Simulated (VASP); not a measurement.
Ti3Al (vib):

```xyz
4
Lattice="0.0000 3.2318 3.2318 3.2318 0.0000 3.2318 3.2318 3.2318 0.0000" Properties=species:S:1:pos:R:3 pbc="T T T"
Ti    4.8477    4.8477    4.8477
Ti    1.6159    1.6159    1.6159
Ti    0.0000    0.0000    0.0000
Al    3.2318    3.2318    3.2318
```

```yaml
Program: VASP 6.6.1
Task: relaxation of cell and atoms
Functional: LDA
Potentials_or_basis: VASP PAW LDA potentials, release 64 (Ti_sv, Al)
Cutoff: 600 eV
k_mesh: 6 × 6 × 6
Occupations: gaussian, width 0.1 eV
Spin: no spin polarisation
```

At the start: pressure -8.7 GPa; volume 16.88 Å³/atom.

Question: How do energy, volume and symmetry change on relaxing?

Answer: Over 3 steps the energy falls by 36.9 meV/atom and the volume is 15.60 Å³/atom (-7.6 %); space group Fm-3m (No. 225, to 0.05 Å).

The path:
```
step  energy change (eV)  largest force (eV/Å)  pressure (GPa)  volume (Å³)
   1              0.0000                0.0000           -8.65        67.51
   2             -0.0687                0.0000            7.84        58.99
   3             -0.1477                0.0000           -0.07        62.39
```

Final structure:
```cif
data_structure
_symmetry_space_group_name_H-M 'P 1'
_symmetry_Int_Tables_number 1
_cell_length_a 4.4520
_cell_length_b 4.4520
_cell_length_c 4.4520
_cell_angle_alpha 60.000
_cell_angle_beta 60.000
_cell_angle_gamma 60.000
_cell_volume 62.39
loop_
_atom_site_label
_atom_site_type_symbol
_atom_site_fract_x
_atom_site_fract_y
_atom_site_fract_z
_atom_site_occupancy
Ti1 Ti 0.75000 0.75000 0.75000 1
Ti2 Ti 0.25000 0.25000 0.25000 1
Ti3 Ti 0.00000 0.00000 0.00000 1
Al1 Al 0.50000 0.50000 0.50000 1
```
